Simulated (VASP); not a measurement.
A run of VASP 6.6.1 is set up as follows.

POSCAR

```
Ta
1.0
    0.0000000000      3.0298054557      3.0298054557
    3.0298054557      0.0000000000      3.0298054557
    3.0298054557      3.0298054557      0.0000000000
Ta
2
Direct
    0.1250000000      0.1250000000      0.1250000000
    0.8750000000      0.8750000000      0.8750000000
```

The input INCAR.step1:

```
SYSTEM = Ta
  PREC = Accurate
  ENCUT = 520
  ISMEAR = -1
  SIGMA = 0.1
  LREAL = .False.
  LASPH = .True.
  NELM = 60
  NBANDS = 18
  GGA = PE
  ALGO = Normal
  EDIFF = 1E-4
  LWAVE = .True.
  LCHARG = .False.
```

The input INCAR.step2:

```
SYSTEM = Ta
  PREC = Accurate
  ENCUT = 520
  EDIFF = 1E-6
  ISMEAR = -1
  SIGMA = 0.1
  LREAL = .False.
  LASPH = .True.
  NELM = 60
  ALGO = Normal
  ISIF = 2
  LWAVE = .False.
  LCHARG = .False.
  METAGGA = R2SCAN
  LMIXTAU = .True.
  NBANDS = 18
  ISTART = 1
```

KPOINTS

```
Automatic mesh
0
Gamma
  10 10 10
  0 0 0
```

Potentials or basis: VASP PAW PBE potentials, release 64 (Ta_pv).

Command:

```bash
$ cat potpaw_PBE.64/Ta_pv/POTCAR > POTCAR
$ cp INCAR.step1 INCAR
$ mpirun -np 1 vasp_std > vasp.out
$ cp INCAR.step2 INCAR
$ mpirun -np 1 vasp_std > vasp.out
```

**Question.** Estimate the pressure.

**Answer.** 0.3 GPa.

**Question.** Estimate the band gap on the k mesh.

**Answer.** Zero (band 11 reaches 2.52 eV, above the bottom of band 12 at 1.63 eV).

Caveat: the PAW data sets were made with another functional, which shifts forces and pressure a little; spin-orbit coupling is left out, which moves the levels of the heavy elements.
